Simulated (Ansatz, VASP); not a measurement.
**One calculation of Sn2Te, two programs**

```
Sn Te
1.0
     0.00495   -4.53058    0.00130
    -4.02030    2.26967   -0.00691
     0.09751    0.00438  -15.97020
Sn Te
6 3
Direct
  0.34638 0.69619 0.45697
  0.67392 0.35449 0.54298
  0.97631 0.95269 0.34413
  0.98060 0.95238 0.65600
  0.65615 0.30904 0.88536
  0.32318 0.64252 0.11502
  0.35029 0.70193 0.77065
  0.67995 0.36192 0.22899
  0.01708 0.03655 0.99989
```

Change from the starting cell: cell x1, atoms moved at random (sigma 0.05 Å) and cell strained at random (1.5 %), then relaxed without symmetry.

Alike in both runs: functional PBE; k mesh 6 × 6 × 2; occupations gaussian, width 0.2 eV; no spin polarisation.

Ansatz relaxed the structure, and its values are those at the end. VASP's run is a single point on that final structure, the one shown.

|  | VASP | Ansatz |
| --- | --- | --- |
| version | VASP 6.6.1 | Ansatz 0.2.0 |
| potentials or method | VASP PAW PBE potentials, release 64 (Sn_d, Te), cutoff 520 eV | scalar-relativistic, plane waves, PAW |
| valence electrons in the cell | 102 | 132 |

```tsv
	VASP	Ansatz	Ansatz less VASP
gap on the k mesh at the Fermi level (eV)	none	none	-
pressure (GPa)	0.0	0.0	+0.04
rms of the force components (eV/Å)	0.012	0.012	-0.0005
```

A gap of «none» marks a metal or a gap that the smearing closes. VASP's potentials hold 102 valence electrons a cell and Ansatz's 132, so a difference there can come from the potentials and not from the codes.

Spin-orbit coupling is off throughout.
